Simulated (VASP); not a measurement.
# Al (Fm-3m) in VASP: a series of runs

The runs below take Al through relaxation of cell and atoms, with r2SCAN.

All numbers are computed with VASP 6.6.1; they aren't measurements. Logs are shortened: lines on timing, memory, paths and dates and some standing lists are left out, and cuts for length are marked.

## (1) The cell of the first run

The structure is cubic, space group Fm-3m (No. 225). The conventional cell has a = 3.955 Å, b = 3.955 Å, c = 3.955 Å, α = 90.00°, β = 90.00°, γ = 90.00°. Al (site symmetry m-3m) has 12 Al at 2.80 Å within 3.7 Å.

## (2) Relaxation of cell and atoms, r2SCAN, target pressure 3 GPa, at which the enthalpy is minimised

POSCAR

```
Al
1.0
    0.0000000000      1.9773222971      1.9773222971
    1.9773222971      0.0000000000      1.9773222971
    1.9773222971      1.9773222971      0.0000000000
Al
1
Direct
    0.0000000000      0.0000000000      0.0000000000
```

INCAR.step1

```
SYSTEM = Al
ALGO = Normal
EDIFF = 1E-4
ENCUT = 600
GGA = PE
ISMEAR = 0
LASPH = .TRUE.
LCHARG = .FALSE.
LREAL = .FALSE.
LWAVE = .TRUE.
NELM = 80
PREC = Accurate
SIGMA = 0.1
```

INCAR.step2

```
SYSTEM = Al
ALGO = Normal
EDIFF = 1E-6
EDIFFG = -0.008
ENCUT = 600
IBRION = 2
ISIF = 3
ISMEAR = 0
ISTART = 1
LASPH = .TRUE.
LCHARG = .FALSE.
LMIXTAU = .TRUE.
LREAL = .FALSE.
LWAVE = .FALSE.
METAGGA = R2SCAN
NELM = 80
NSW = 70
PREC = Accurate
PSTRESS = 30.0
SIGMA = 0.1
```

KPOINTS

```
k-points
0
G
  18 18 18
  0 0 0
```

Potentials or basis: VASP PAW PBE potentials, release 64 (Al).

Command:

```
$ cat potpaw_PBE.64/Al/POTCAR > POTCAR
$ cp INCAR.step1 INCAR
$ mpirun -np 1 vasp_std > vasp.out
$ cp INCAR.step2 INCAR
$ mpirun -np 1 vasp_std > vasp.out
```

OUTCAR:

```text
SYSTEM = Al
   EDIFF = 1E-6
   EDIFFG = -0.008
   ENCUT = 600
   IBRION = 2
   ISIF = 3
   ISMEAR = 0
   ISTART = 1
   LASPH = .TRUE.
   LREAL = .FALSE.
   METAGGA = R2SCAN
   NELM = 80
   NSW = 70
   PREC = Accurate
   PSTRESS = 30.0

 ion  position               nearest neighbor table
   1  0.000  0.000  0.000-

  LATTYP: Found a face centered cubic cell.
 ALAT       =     3.9546445942

  Lattice vectors:

 A1 = (   0.0000000000,   1.9773222971,   1.9773222971)
 A2 = (   1.9773222971,   0.0000000000,   1.9773222971)
 A3 = (   1.9773222971,   1.9773222971,   0.0000000000)

Analysis of symmetry for initial positions (statically):
=====================================================================
 Subroutine PRICEL returns:
 Original cell was already a primitive cell.

 Routine SETGRP: Setting up the symmetry group for a
 face centered cubic supercell.

 Subroutine GETGRP returns: Found 48 space group operations
 (whereof 48 operations were pure point group operations)
 out of a pool of 48 trial point group operations.

The static configuration has the point symmetry O_h .

Analysis of symmetry for dynamics (positions and initial velocities):
=====================================================================
 Subroutine PRICEL returns:
 Original cell was already a primitive cell.

 Routine SETGRP: Setting up the symmetry group for a
 face centered cubic supercell.

 Subroutine GETGRP returns: Found 48 space group operations
 (whereof 48 operations were pure point group operations)
 out of a pool of 48 trial point group operations.

The dynamic configuration has the point symmetry O_h .

 Subroutine INISYM returns: Found 48 space group operations
 (whereof 48 operations are pure point group operations),
 and found     1 'primitive' translations

----------------------------------------------------------------------------------------

                                     Primitive cell

  volume of cell :      15.4619

  direct lattice vectors                    reciprocal lattice vectors
     0.000000000  1.977322297  1.977322297    -0.252867224  0.252867224  0.252867224
     1.977322297  0.000000000  1.977322297     0.252867224 -0.252867224  0.252867224
     1.977322297  1.977322297  0.000000000     0.252867224  0.252867224 -0.252867224

  length of vectors
     2.796356010  2.796356010  2.796356010     0.437978879  0.437978879  0.437978879

  position of ions in fractional coordinates (direct lattice)
     0.000000000  0.000000000  0.000000000

  ion indices of the primitive-cell ions
   primitive index   ion index
                 1           1

----------------------------------------------------------------------------------------

 KPOINTS: k-points

Automatic generation of k-mesh.
 Grid dimensions read from file:
 generate k-points for:   18   18   18

 Generating k-lattice:

  Cartesian coordinates                     Fractional coordinates (reciprocal lattice)
    -0.014048179  0.014048179  0.014048179     0.055555556  0.000000000  0.000000000
     0.014048179 -0.014048179  0.014048179     0.000000000  0.055555556  0.000000000
     0.014048179  0.014048179 -0.014048179     0.000000000  0.000000000  0.055555556

  Length of vectors
     0.024332160  0.024332160  0.024332160

  Shift w.r.t. Gamma in fractional coordinates (k-lattice)
     0.000000000  0.000000000  0.000000000

 Subroutine IBZKPT returns following result:
 ===========================================

 Found    195 irreducible k-points:

 Following reciprocal coordinates:
            Coordinates               Weight
  0.000000  0.000000  0.000000      1.000000
  0.055556  0.000000  0.000000      8.000000
  0.111111  0.000000  0.000000      8.000000
  0.166667  0.000000  0.000000      8.000000
  0.222222  0.000000  0.000000      8.000000
  0.277778  0.000000  0.000000      8.000000
[... 16 lines left out ...]
 -0.277778  0.055556  0.000000     24.000000
 -0.222222  0.055556  0.000000     24.000000
 [... further k-points ...]
   k-points           NKPTS =    195   k-points in BZ     NKDIM =    195   number of bands    NBANDS=      5
   number of dos      NEDOS =    301   number of ions     NIONS =      1
   total plane-waves  NPLWV =  13824
   dimension x,y,z NGX =    24 NGY =   24 NGZ =   24
   dimension x,y,z NGXF=    48 NGYF=   48 NGZF=   48
   ions per type =               1
   NGX,Y,Z   is equivalent  to a cutoff of  14.27, 14.27, 14.27 a.u.
   NGXF,Y,Z  is equivalent  to a cutoff of  28.54, 28.54, 28.54 a.u.
 SYSTEM =  Al
   PREC   = accura    normal or accurate (medium, high low for compatibility)
   ISTART =      1    job   : 0-new  1-cont  2-samecut
   ICHARG =      0    charge: 1-file 2-atom 10-const
   ISPIN  =      1    spin polarized calculation?
   LNONCOLLINEAR =      F non collinear calculations
   LSORBIT =      F    spin-orbit coupling
   LASPH  =      T    aspherical Exc in radial PAW
   ENCUT  =  600.0 eV  44.10 Ry    6.64 a.u.   5.59  5.59  5.59*2*pi/ulx,y,z
   NELM   =     80;   NELMIN=  2; NELMDL=  0     # of ELM steps
   EDIFF  = 0.1E-05   stopping-criterion for ELM
   LREAL  =      F    real-space projection
   EDIFFG = -.8E-02   stopping-criterion for IOM
   NSW    =     70    number of steps for IOM
   IBRION =      2    ionic relax: 0-MD 1-quasi-New 2-CG
   NFREE  =      1    steps in history (QN), initial steepest desc. (CG)
   ISIF   =      3    stress and relaxation
   ISYM   =      2    0-nonsym 1-usesym 2-fastsym
   POTIM  = 0.5000    time-step for ionic-motion
   TEBEG  =    0.0;   TEEND  =   0.0 temperature during run
   PSTRESS=   30.0 pullay stress
   NELECT =       3.0000    total number of electrons
   NUPDOWN=      -1.0000    fix difference up-down
   EMIN   =  10.00;   EMAX   =-10.00  energy-range for DOS
   EFERMI =   0.00;   METHOD = LEGACY
   ISMEAR =     0;   SIGMA  =   0.10  broadening in eV -4-tet -1-fermi 0-gaus
   EFERMI_NEDOS =   21; number of points for ismear=-14 and -15
   IALGO  =     38    algorithm
   IMIX   =      4    mixing-type and parameters
     AMIX     =   0.40;   BMIX     =  1.00
     AMIX_MAG =   1.60;   BMIX_MAG =  1.00
  volume/ion in A,a.u.               =      15.46       104.34
  Fermi-wavevector in a.u.,A,eV,Ry     =   0.947751  1.790991 12.221199  0.898233
  Thomas-Fermi vector in A             =   2.075875
   LORBIT       =      0    0 simple, 1 ext, 2 COOP (PROOUT), +10 PAW based schemes
   METAGGA = R2SCAN    functional components
   LHFCALC =     F    Hartree Fock is set to
   AEXX    =    0.0000 exact exchange contribution
   IVDW    =     0    specifies the selected vdW correction
   LEPSILON=     F    determine dielectric tensor
   LRPA    =     F    only Hartree local field effects (RPA)
 conjugate gradient relaxation of ions
 non-spin polarized calculation
 Gauss-broadening in eV      SIGMA  =   0.10
  energy-cutoff  :      600.00
  volume of cell :       15.46
 maximum number of plane-waves:       534
   NGX = 11   NGY = 11   NGZ = 11

--------------------------------------- Ionic step        1  -------------------------------------------

 number of electron       3.0000000 magnetization

 Free energy of the ion-electron system (eV)
  ---------------------------------------------------
  ext. energy  EPLUGINS =         0.00000000
  ---------------------------------------------------
  free energy    TOTEN  =        -6.73420948 eV

  energy without entropy =       -6.73189597  energy(sigma->0) =       -6.73305272

------------------------ aborting loop because EDIFF is reached ----------------------------------------

  FORCE on cell =-STRESS in cart. coord.  units (eV):
  Direction    XX          YY          ZZ          XY          YZ          ZX
  --------------------------------------------------------------------------------------
  -------------------------------------------------------------------------------------
  Total        0.2339081      0.2339081      0.2339081      0.0000000     -0.0000000      0.0000000
  in kB       24.2378123     24.2378123     24.2378123      0.0000000     -0.0000000      0.0000000
  external PRESSURE =      -5.7621877 kB  Pullay stress =      30.0000000 kB
[... 59 lines left out ...]
  enthalpy is  TOTEN    =        -6.4448409634 eV   P V=        0.2871925241

--------------------------------------- Ionic step        3  -------------------------------------------

 number of electron       3.0000000 magnetization

 Free energy of the ion-electron system (eV)
  ---------------------------------------------------
  ext. energy  EPLUGINS =         0.00000000
  ---------------------------------------------------
  free energy    TOTEN  =        -6.73267896 eV

  energy without entropy =       -6.73041669  energy(sigma->0) =       -6.73154782

 E-fermi :   8.7795     XC(G=0): -11.1713

 val. band max:        8.7491609743   @ k =   0.5000   0.4444   0.0556
 cond. band min:       8.8198449008   @ k =  -0.3333   0.4444   0.1111
 fundamental gap:      0.0706839265
 Fermi energy:         8.7795231508

 k-point     1 :       0.0000    0.0000    0.0000
  band No.  band energies     occupation
      1      -3.5744      2.00000
      2      22.5048      0.00000
      3      22.5048      0.00000
      4      22.5048      0.00000
      5      24.9975      0.00000

 k-point     2 :       0.0556    0.0000    0.0000
  band No.  band energies     occupation
      1      -3.4811      2.00000
      2      20.9845      0.00000
      3      22.2704      0.00000
      4      22.2704      0.00000
      5      25.3827      0.00000
[... 169 lines left out ...]
 k-point    24 :      -0.2222    0.0556    0.0000
  band No.  band energies     occupation
      1      -1.7507      2.00000
      2      13.0210      0.00000
      3      19.1390      0.00000
      4      22.2556      0.00000
      5      24.2706      0.00000

 [... further k-points ...]

------------------------ aborting loop because EDIFF is reached ----------------------------------------

  FORCE on cell =-STRESS in cart. coord.  units (eV):
  Direction    XX          YY          ZZ          XY          YZ          ZX
  --------------------------------------------------------------------------------------
  -------------------------------------------------------------------------------------
  Total        0.2955173      0.2955173      0.2955173      0.0000000     -0.0000000      0.0000000
  in kB       30.8030963     30.8030963     30.8030963      0.0000000     -0.0000000      0.0000000
  external PRESSURE =       0.8030963 kB  Pullay stress =      30.0000000 kB
[... 16 lines left out ...]
  FREE ENERGIE OF THE ION-ELECTRON SYSTEM (eV)
  ---------------------------------------------------
  free  energy   TOTEN  =        -6.7326789614 eV

  energy  without entropy=       -6.7304166870  energy(sigma->0) =       -6.73154782

  enthalpy is  TOTEN    =        -6.4448663748 eV   P V=        0.2878125866

 reached required accuracy - stopping structural energy minimisation
```

It took 58 s on 1 thread of Intel Xeon Platinum 8488C (Sapphire Rapids), shared host; peak memory 0.15 GiB.

Results:

- Free energy: -6.7327 eV
- Relaxed volume: 15.37 Å³/atom
- Relaxed cell: a = 2.791 Å, b = 2.791 Å, c = 2.791 Å, α = 60.00°, β = 60.00°, γ = 60.00°
- Space group after relaxing (to 0.05 Å): Fm-3m (No. 225)
- Energy change on relaxing (the enthalpy is what falls): +1.5 meV/atom
- Ionic steps: 3
- Pressure after relaxing: 3.1 GPa

The path:
```
step  energy change (eV)  largest force (eV/Å)  pressure (GPa)  volume (Å³)
   1              0.0000                0.0000            2.42        15.46
   2              0.0022                0.0000            3.27        15.34
   3              0.0015                0.0000            3.08        15.37
```

Final structure:
```xyz
1
Lattice="0.0000 1.9734 1.9734 1.9734 0.0000 1.9734 1.9734 1.9734 0.0000" Properties=species:S:1:pos:R:3 pbc="T T T"
Al    0.0000    0.0000    0.0000
```

Caveat: the cell is relaxed towards a set pressure, so the enthalpy falls and the energy may rise; the PAW data sets were made with another functional, which shifts forces and pressure a little.

## (3) Relaxation of cell and atoms, r2SCAN, target pressure 60 GPa, at which the enthalpy is minimised

This run uses another cell than the first one, of 11.94 Å³/atom, 0.772 times its volume.

POSCAR

```
Al
1.0
    0.0000000000      1.8139902088      1.8139902088
    1.8139902088      0.0000000000      1.8139902088
    1.8139902088      1.8139902088      0.0000000000
Al
1
Direct
    0.0000000000      0.0000000000      0.0000000000
```

INCAR.step1

```
  PREC = Accurate
  ENCUT = 600
  ISMEAR = 0
  SIGMA = 0.1
  LREAL = False
  LASPH = True
  NELM = 60
  GGA = PE
  ALGO = Normal
  EDIFF = 1E-4
  LWAVE = True
  LCHARG = False
```

INCAR.step2

```
  PREC = Accurate
  ENCUT = 600
  EDIFF = 1E-6
  ISMEAR = 0
  SIGMA = 0.1
  LREAL = False
  LASPH = True
  NELM = 60
  ALGO = Normal
  ISIF = 3
  LWAVE = False
  LCHARG = False
  METAGGA = R2SCAN
  LMIXTAU = True
  IBRION = 2
  NSW = 70
  EDIFFG = -0.008
  PSTRESS = 600.0
  ISTART = 1
```

KPOINTS

```
Automatic mesh
0
Gamma
  20 20 20
```

Potentials or basis: VASP PAW PBE potentials, release 64 (Al).

Command:

```
$ cat potpaw_PBE.64/Al/POTCAR > POTCAR
$ cp INCAR.step1 INCAR
$ mpirun -np 1 vasp_std > vasp.out
$ cp INCAR.step2 INCAR
$ mpirun -np 1 vasp_std > vasp.out
```

It took 82 s on 1 thread of Intel Xeon Platinum 8488C (Sapphire Rapids), shared host; peak memory 0.13 GiB.

The run converged. Its results:

```yaml
Free_energy: -6.1179 eV
Relaxed_volume: 11.47 Å³/atom
Relaxed_cell: a = 2.532 Å, b = 2.532 Å, c = 2.532 Å, α = 60.00°, β = 60.00°, γ = 60.00°
Space_group_after_relaxing_to_0.05_Å: Fm-3m (No. 225)
Energy_change_on_relaxing_the_enthalpy_is_what_falls: +157.5 meV/atom
Ionic_steps: 4
Pressure_after_relaxing: 60.0 GPa
```

Step by step:
| step | energy change (eV) | largest force (eV/Å) | pressure (GPa) | volume (Å³) |
| --- | --- | --- | --- | --- |
| 1 | 0.0000 | 0.0000 | 48.53 | 11.94 |
| 2 | 0.5982 | 0.0000 | 90.45 | 10.52 |
| 3 | 0.1528 | 0.0000 | 59.63 | 11.48 |
| 4 | 0.1575 | 0.0000 | 59.98 | 11.47 |

Final structure:
```
Al
1.0
     0.00000    1.79006    1.79006
     1.79006    0.00000    1.79006
     1.79006    1.79006    0.00000
Al
1
Direct
  0.00000 0.00000 0.00000
```

Levels at points of the mesh, in eV from the Fermi level:
```
           k point  band 1  band 2  band 3  band 4  band 5
(0.00, 0.00, 0.00)  -14.54   15.72   15.72   15.72   20.39
(0.50, 0.00, 0.00)   -6.45   -4.99   14.09   14.09   17.19
(0.50, 0.50, 0.00)   -3.91   -1.94    5.59    8.25    8.25
```

Caveat: the cell is relaxed towards a set pressure, so the enthalpy falls and the energy may rise; the PAW data sets were made with another functional, which shifts forces and pressure a little.
